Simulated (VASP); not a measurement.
# Au in VASP: single point with PBE+D3(BJ)

Aim: the single point of Au with PBE+D3(BJ).

All numbers are computed with VASP 6.6.1; they aren't measurements. Logs are shortened: lines on timing, memory, paths and dates and some standing lists are left out, and cuts for length are marked.

## (1) The cell of the first run

The cell holds a slab with vacuum, 6 atoms: a = 2.894 Å, b = 2.894 Å, c = 35.745 Å, α = 90.00°, β = 90.00°, γ = 120.00°.

## (2) Single point, PBE+D3(BJ)

File INCAR:

```
  ALGO = Normal
  DIPOL = 0.5 0.5 0.363
  EDIFF = 1E-6
  ENCUT = 400
  GGA = PE
  GGA_COMPAT = F
  IDIPOL = 3
  ISIF = 2
  ISMEAR = 1
  IVDW = 12
  LASPH = T
  LCHARG = F
  LDIPOL = T
  LREAL = F
  LWAVE = F
  NBANDS = 42
  NELM = 120
  NELMDL = -8
  PREC = Accurate
  SIGMA = 0.1
```

File KPOINTS:

```
k-points
0
Gamma
  15 15 1
```

File POSCAR:

```
Au
1.0
    2.8939869314      0.0000000000      0.0000000000
   -1.4469934657      2.5062662008      0.0000000000
    0.0000000000      0.0000000000     35.7449445119
Au
6
Direct
    0.0000000000      0.0000000000      0.1958318888
    0.6666666667      0.3333333333      0.2636837287
    0.3333333333      0.6666666667      0.3300772498
    0.0000000000      0.0000000000      0.3967576709
    0.6666666667      0.3333333333      0.4631000650
    0.3333333333      0.6666666667      0.5305253137
```

Potentials or basis: VASP PAW PBE potentials, release 64 (Au).

On the command line:

```console
$ cat potpaw_PBE.64/Au/POTCAR > POTCAR
$ mpirun -np 1 vasp_std > vasp.out
```

OUTCAR:

```text
EDIFF = 1E-6
   ENCUT = 400
   GGA = PE
   ISIF = 2
   ISMEAR = 1
   IVDW = 12
   LASPH = T
   LREAL = F
   NELM = 120
   NELMDL = -8
   PREC = Accurate
 IVDW          = 12

 ion  position               nearest neighbor table
   1  0.000  0.000  0.196-   2 2.95   2 2.95   2 2.95
   2  0.667  0.333  0.264-   3 2.90   3 2.90   3 2.90   1 2.95   1 2.95   1 2.95
   3  0.333  0.667  0.330-   2 2.90   2 2.90   2 2.90   4 2.91   4 2.91   4 2.91
   4  0.000  0.000  0.397-   5 2.90   5 2.90   5 2.90   3 2.91   3 2.91   3 2.91
   5  0.667  0.333  0.463-   4 2.90   4 2.90   4 2.90   6 2.93   6 2.93   6 2.93
   6  0.333  0.667  0.531-   5 2.93   5 2.93   5 2.93

  LATTYP: Found a hexagonal cell.
 ALAT       =     2.8939869314
 C/A-ratio  =    12.3514533269

  Lattice vectors:

 A1 = (   2.8939869314,   0.0000000000,   0.0000000000)
 A2 = (  -1.4469934657,   2.5062662008,   0.0000000000)
 A3 = (   0.0000000000,   0.0000000000,  35.7449445119)

Analysis of symmetry for initial positions (statically):
=====================================================================
 Subroutine PRICEL returns:
 Original cell was already a primitive cell.

 Routine SETGRP: Setting up the symmetry group for a
 hexagonal supercell.

 Subroutine GETGRP returns: Found  6 space group operations
 (whereof  6 operations were pure point group operations)
 out of a pool of 24 trial point group operations.

The static configuration has the point symmetry C_3v.

Analysis of symmetry for dynamics (positions and initial velocities):
=====================================================================
 Subroutine PRICEL returns:
 Original cell was already a primitive cell.

 Routine SETGRP: Setting up the symmetry group for a
 hexagonal supercell.

 Subroutine GETGRP returns: Found  6 space group operations
 (whereof  6 operations were pure point group operations)
 out of a pool of 24 trial point group operations.

The dynamic configuration has the point symmetry C_3v.

 Subroutine INISYM returns: Found  6 space group operations
 (whereof  6 operations are pure point group operations),
 and found     1 'primitive' translations

----------------------------------------------------------------------------------------

                                     Primitive cell

  volume of cell :     259.2617

  direct lattice vectors                    reciprocal lattice vectors
     2.893986931  0.000000000  0.000000000     0.345544062  0.199499957  0.000000000
    -1.446993466  2.506266201  0.000000000     0.000000000  0.398999915  0.000000000
     0.000000000  0.000000000 35.744944512     0.000000000  0.000000000  0.027975984

  length of vectors
     2.893986931  2.893986931 35.744944512     0.398999915  0.398999915  0.027975984

  position of ions in fractional coordinates (direct lattice)
     0.000000000  0.000000000  0.195831889
     0.666666667  0.333333333  0.263683729
     0.333333333  0.666666667  0.330077250
     0.000000000  0.000000000  0.396757671
     0.666666667  0.333333333  0.463100065
     0.333333333  0.666666667  0.530525314

  ion indices of the primitive-cell ions
   primitive index   ion index
                 1           1
                 2           2
                 3           3
                 4           4
                 5           5
                 6           6

----------------------------------------------------------------------------------------

 KPOINTS: k-points

Automatic generation of k-mesh.
 Grid dimensions read from file:
 generate k-points for:   15   15    1

 Generating k-lattice:

  Cartesian coordinates                     Fractional coordinates (reciprocal lattice)
     0.023036271  0.013299997  0.000000000     0.066666667  0.000000000  0.000000000
     0.000000000  0.026599994  0.000000000     0.000000000  0.066666667  0.000000000
     0.000000000  0.000000000  0.027975984     0.000000000  0.000000000  1.000000000

  Length of vectors
     0.026599994  0.026599994  0.027975984

  Shift w.r.t. Gamma in fractional coordinates (k-lattice)
     0.000000000  0.000000000  0.000000000

 Subroutine IBZKPT returns following result:
 ===========================================

 Found     27 irreducible k-points:

 Following reciprocal coordinates:
            Coordinates               Weight
  0.000000  0.000000  0.000000      1.000000
  0.066667  0.000000  0.000000      6.000000
  0.133333  0.000000  0.000000      6.000000
  0.200000  0.000000  0.000000      6.000000
  0.266667  0.000000  0.000000      6.000000
  0.333333  0.000000  0.000000      6.000000
[... 16 lines left out ...]
  0.333333  0.200000  0.000000     12.000000
  0.400000  0.200000  0.000000      6.000000
 [... further k-points ...]
   k-points           NKPTS =     27   k-points in BZ     NKDIM =     27   number of bands    NBANDS=     42
   number of dos      NEDOS =    301   number of ions     NIONS =      6
   total plane-waves  NPLWV =  96000
   dimension x,y,z NGX =    20 NGY =   20 NGZ =  240
   dimension x,y,z NGXF=    40 NGYF=   40 NGZF=  480
   ions per type =               6
   NGX,Y,Z   is equivalent  to a cutoff of  11.49, 11.49, 11.16 a.u.
   NGXF,Y,Z  is equivalent  to a cutoff of  22.98, 22.98, 22.32 a.u.
 SYSTEM =  unknown system
   PREC   = accura    normal or accurate (medium, high low for compatibility)
   ISTART =      0    job   : 0-new  1-cont  2-samecut
   ICHARG =      2    charge: 1-file 2-atom 10-const
   ISPIN  =      1    spin polarized calculation?
   LNONCOLLINEAR =      F non collinear calculations
   LSORBIT =      F    spin-orbit coupling
   LASPH  =      T    aspherical Exc in radial PAW
   ENCUT  =  400.0 eV  29.40 Ry    5.42 a.u.   4.72  4.72 58.29*2*pi/ulx,y,z
   NELM   =    120;   NELMIN=  2; NELMDL= -8     # of ELM steps
   EDIFF  = 0.1E-05   stopping-criterion for ELM
   LREAL  =      F    real-space projection
   EDIFFG = 0.1E-04   stopping-criterion for IOM
   NSW    =      0    number of steps for IOM
   IBRION =     -1    ionic relax: 0-MD 1-quasi-New 2-CG
   NFREE  =      0    steps in history (QN), initial steepest desc. (CG)
   ISIF   =      2    stress and relaxation
   ISYM   =      2    0-nonsym 1-usesym 2-fastsym
   POTIM  = 0.5000    time-step for ionic-motion
   TEBEG  =    0.0;   TEEND  =   0.0 temperature during run
   PSTRESS=    0.0 pullay stress
   NELECT =      66.0000    total number of electrons
   NUPDOWN=      -1.0000    fix difference up-down
   EMIN   =  10.00;   EMAX   =-10.00  energy-range for DOS
   EFERMI =   0.00;   METHOD = LEGACY
   ISMEAR =     1;   SIGMA  =   0.10  broadening in eV -4-tet -1-fermi 0-gaus
   EFERMI_NEDOS =   21; number of points for ismear=-14 and -15
   IALGO  =     38    algorithm
   IMIX   =      4    mixing-type and parameters
     AMIX     =   0.40;   BMIX     =  1.00
     AMIX_MAG =   1.60;   BMIX_MAG =  1.00
  volume/ion in A,a.u.               =      43.21       291.60
  Fermi-wavevector in a.u.,A,eV,Ry     =   1.037552  1.960690 14.646874  1.076515
  Thomas-Fermi vector in A             =   2.171995
   LORBIT       =      0    0 simple, 1 ext, 2 COOP (PROOUT), +10 PAW based schemes
   GGA     = PE    functional components
   LHFCALC =     F    Hartree Fock is set to
   AEXX    =    0.0000 exact exchange contribution
   IVDW    =    12    specifies the selected vdW correction
   LEPSILON=     F    determine dielectric tensor
   LRPA    =     F    only Hartree local field effects (RPA)
 non-spin polarized calculation
 Methfessel and Paxton  Order N= 1 SIGMA  =   0.10
  energy-cutoff  :      400.00
  volume of cell :      259.26
 maximum number of plane-waves:      4751
 NGX is ok and might be reduce to    20
   NGX =  9   NGY =  9   NGZ =117

 dipolmoment           0.000000      0.000000      0.216338 electrons x Angstroem

 number of electron      65.9999996 magnetization

 dipolmoment           0.000000      0.000000     -0.000418 electrons x Angstroem

 Free energy of the ion-electron system (eV)
  ---------------------------------------------------
  ext. energy  EPLUGINS =         0.00000000
  ---------------------------------------------------
  free energy    TOTEN  =       -18.68047470 eV

  energy without entropy =      -18.67757713  energy(sigma->0) =      -18.67950884

 E-fermi :   0.5484     XC(G=0):  -5.5424

 val. band max:        0.5371644602   @ k =   0.3333   0.1333   0.0000
 cond. band min:       0.5634750107   @ k =   0.0667   0.0667   0.0000
 fundamental gap:      0.0263105506
 Fermi energy:         0.5484440794

 k-point     1 :       0.0000    0.0000    0.0000
  band No.  band energies     occupation
      1      -8.9550      2.00000
      2      -8.2729      2.00000
      3      -7.4441      2.00000
      4      -6.8413      2.00000
      5      -6.4680      2.00000
      6      -6.4318      2.00000
[... 34 lines left out ...]
     41       5.8474      0.00000
     42       6.6131      0.00000

 k-point     2 :       0.0667    0.0000    0.0000
  band No.  band energies     occupation
      1      -8.8190      2.00000
      2      -8.1397      2.00000
      3      -7.3117      2.00000
      4      -6.7142      2.00000
      5      -6.3445      2.00000
      6      -6.3066      2.00000
[... 34 lines left out ...]
     41       5.9516      0.00000
     42       6.7200      0.00000

 k-point     3 :       0.1333    0.0000    0.0000
  band No.  band energies     occupation
      1      -8.4249      2.00000
      2      -7.7590      2.00000
      3      -6.9405      2.00000
      4      -6.3646      2.00000
      5      -6.0031      2.00000
      6      -5.9631      2.00000
[... 34 lines left out ...]
     41       6.2675      0.00000
     42       7.0405      0.00000

 k-point     4 :       0.2000    0.0000    0.0000
  band No.  band energies     occupation
      1      -7.8248      2.00000
      2      -7.2033      2.00000
      3      -6.4419      2.00000
      4      -5.9366      2.00000
      5      -5.5753      2.00000
      6      -5.5248      2.00000
[... 844 lines left out ...]
     41       7.6120      0.00000
     42       8.0391      0.00000

 k-point    23 :       0.3333    0.2000    0.0000
  band No.  band energies     occupation
      1      -5.8204      2.00000
      2      -5.7749      2.00000
      3      -5.4225      2.00000
      4      -5.3853      2.00000
      5      -5.2896      2.00000
      6      -5.0923      2.00000
[... 34 lines left out ...]
     41       6.8880      0.00000
     42       7.7596      0.00000

 k-point    24 :       0.4000    0.2000    0.0000
  band No.  band energies     occupation
      1      -5.8165      2.00000
      2      -5.8102      2.00000
      3      -5.4288      2.00000
      4      -5.3711      2.00000
      5      -5.3447      2.00000
      6      -5.1186      2.00000
[... 34 lines left out ...]
     41       6.5105      0.00000
     42       6.9090      0.00000

 [... further k-points ...]

------------------------ aborting loop because EDIFF is reached ----------------------------------------

 vacuum level on the upper side and lower side of the slab       (xc-potential included)        -0.225        -0.207

 Edisp (eV)   -3.28726

 E8    (eV) :    -1.5107

  FORCE on cell =-STRESS in cart. coord.  units (eV):
  Direction    XX          YY          ZZ          XY          YZ          ZX
  --------------------------------------------------------------------------------------
  -------------------------------------------------------------------------------------
  Total      -2.64821    -2.64821     0.12865     0.00000    -0.00000     0.00000
  in kB     -16.36535   -16.36535     0.79506     0.00000    -0.00000     0.00000
  external pressure =      -10.65 kB  Pullay stress =        0.00 kB

 VOLUME and BASIS-vectors are now :
 -----------------------------------------------------------------------------
  energy-cutoff  :      400.00
  volume of cell :      259.26
      direct lattice vectors                 reciprocal lattice vectors
     2.893986931  0.000000000  0.000000000     0.345544062  0.199499957  0.000000000
    -1.446993466  2.506266201  0.000000000     0.000000000  0.398999915  0.000000000
     0.000000000  0.000000000 35.744944512     0.000000000  0.000000000  0.027975984

 POSITION                                       TOTAL-FORCE (eV/Angst)
 -----------------------------------------------------------------------------------
      0.00000      0.00000      7.00000        -0.000000      0.000000     -0.006218
      1.44699      0.83542      9.42536         0.000000      0.000000      0.006201
     -0.00000      1.67084     11.79859         0.000000      0.000000     -0.010255
      0.00000      0.00000     14.18208        -0.000000      0.000000      0.002221
      1.44699      0.83542     16.55349         0.000000     -0.000000     -0.048942
     -0.00000      1.67084     18.96360        -0.000000      0.000000      0.056993
 -----------------------------------------------------------------------------------
    total drift:                               -0.000000      0.000000     -0.000315

  FREE ENERGIE OF THE ION-ELECTRON SYSTEM (eV)
  ---------------------------------------------------
  free  energy   TOTEN  =       -21.9677327893 eV

  energy  without entropy=      -21.9648352246  energy(sigma->0) =      -21.96676693

 vacuum level on the upper side and lower side of the slab         5.530         5.548
```

Run time: 12 min. Hardware: 1 thread of Intel Xeon 8259CL, shared host; peak memory 0.37 GiB.

What came out:

| Property | Result |
| --- | --- |
| Free energy | -21.9677 eV |
| Largest force | 0.057 eV/Å |
| Band gap on the k mesh | zero (bands 33 and 34 overlap by 4.87 eV) |
| Dispersion energy per atom | -0.548 eV |

Forces on the atoms (eV/Å):
```
Au   0.000  0.000 -0.006
Au   0.000  0.000  0.006
Au   0.000  0.000 -0.010
Au   0.000  0.000  0.002
Au   0.000  0.000 -0.049
Au   0.000  0.000  0.057
```

Caveat: spin-orbit coupling is left out, which moves the levels of the heavy elements.

The gap in the log of VASP goes by the Fermi energy; the results here count the filled bands.